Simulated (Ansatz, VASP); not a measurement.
## One calculation of Be7S, two programs

```
Be S
1.0
    -2.64307    2.64307    2.64307
     2.64307   -2.64307    2.64307
     2.64307    2.64307   -2.64307
Be S
7 1
Cartesian
  2.6431 0.0000 0.0000
  1.3215 1.3215 1.3215
  -1.3215 1.3215 1.3215
  0.0000 0.0000 2.6431
  0.0000 2.6431 0.0000
  1.3215 -1.3215 1.3215
  1.3215 1.3215 -1.3215
  0.0000 0.0000 0.0000
```

Alike in both runs: functional PBE; k mesh 4 × 4 × 4; occupations gaussian, width 0.2 eV; no spin polarisation.

Ansatz relaxed the structure, and its values are those at the end. VASP's run is a single point on that final structure, the one shown.

|  | VASP | Ansatz |
| --- | --- | --- |
| version | VASP 6.6.1 | Ansatz 0.2.0 |
| potentials or method | VASP PAW PBE potentials, release 64 (Be, S), cutoff 600 eV | scalar-relativistic, plane waves, PAW |
| valence electrons in the cell | 20 | 20 |

Ansatz gave:

| Property | Result |
| --- | --- |
| gap on the k mesh at the Fermi level (eV) | none |
| pressure (GPa) | 0.2 |

**Question.** What did VASP give for the same quantities?

**Answer.** gap on the k mesh at the Fermi level (eV): none; pressure (GPa): 0.3.

A gap of «none» marks a metal or a gap that the smearing closes.

The k mesh is coarse, so the values compare programs but aren't converged.
